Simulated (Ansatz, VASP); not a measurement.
# BiB in VASP and in Ansatz

```
B Bi
1.0
     0.00000    2.78028    2.78028
     2.78028    0.00000    2.78028
     2.78028    2.78028    0.00000
B Bi
1 1
Cartesian
  0.0000 0.0000 0.0000
  1.3901 1.3901 1.3901
```

Change from the starting cell: volume scaled by 1.02.

Alike in both runs: task single point; functional PBE; k mesh 11 × 11 × 11; occupations fermi-dirac, width 0.05 eV; no spin polarisation.

```csv
,VASP,Ansatz
version,VASP 6.6.1,Ansatz 0.2.0
potentials or method,"VASP PAW PBE potentials, release 64 (B, Bi_d), cutoff 520 eV","all-electron LAPW, scalar-relativistic"
```

|  | VASP | Ansatz | Ansatz less VASP |
| --- | --- | --- | --- |
| pressure (GPa) | -1.5 | -1.4 | +0.07 |

Ansatz ran all-electron here, and VASP with PAW potentials.

Neither program's run includes spin-orbit coupling.
